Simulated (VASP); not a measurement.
Write the native input for VASP 6.6.1 that does the following.

```
Task                   : single point
Functional             : PBEsol
Potentials or basis    : VASP PAW PBE potentials, release 64 (Ge_d, Fe)
Cutoff                 : 520 eV
k mesh                 : 6 × 6 × 7
Occupations            : fermi-dirac, width 0.05 eV
Spin                   : collinear spin, ferromagnetic start
Starting moments       : [0.0, 0.0, 0.0, 3.0, 3.0, 3.0] μB
Dipole correction      : no
Further INCAR settings : ALGO = Normal; EDIFF = 1e-06; NBANDS = 46
```

The structure of FeGe lies in POSCAR:

```
FeGe
1.0
    4.8955818250      0.0000000000      0.0000000000
   -2.4477909125      4.2396982268      0.0000000000
    0.0000000000      0.0000000000      4.0317426452
Ge Fe
3 3
Direct
    0.6666666667      0.3333333333      0.5000000000
    0.3333333333      0.6666666667      0.5000000000
    0.0000000000      0.0000000000      0.0000000000
    0.0000000000      0.5000000000      0.0000000000
    0.5000000000      0.5000000000      0.0000000000
    0.5000000000      0.0000000000      0.0000000000
```

This cell differs from its parent crystal: volume scaled by 0.94.

The input as run:

INCAR

```
  PREC = Accurate
  ENCUT = 520
  EDIFF = 1E-6
  ISMEAR = -1
  SIGMA = 0.05
  LREAL = False
  LASPH = True
  NELM = 150
  ALGO = Normal
  ISIF = 2
  LWAVE = False
  LCHARG = False
  ISPIN = 2
  MAGMOM = 0 0 0 3 3 3
  LORBIT = 11
  LMAXMIX = 4
  GGA = PS
  NBANDS = 46
```

KPOINTS

```
Automatic mesh
0
Gamma
  6 6 7
```

Potentials or basis: VASP PAW PBE potentials, release 64 (Ge_d, Fe).

Launch:

```bash
$ cat potpaw_PBE.64/Ge_d/POTCAR potpaw_PBE.64/Fe/POTCAR > POTCAR
$ mpirun -np 1 vasp_std > vasp.out
```

Results of the run:

- Pressure: -1.5 GPa
- Band gap on the k mesh: zero (filled and empty bands overlap)
- Net moment: 4.02 μB per cell
- Site moments: Ge -0.05, -0.08; Fe +1.40 μB
- Valence electrons inside the program's atomic spheres: Ge 12.43, 12.38; Fe 7.52

Caveat: the PAW data sets were made with another functional, which shifts forces and pressure a little.

Run time: 4 min on 1 thread of Intel(R) Xeon(R) Platinum 8488C (Sapphire Rapids) (shared host), peak memory 0.32 GiB.
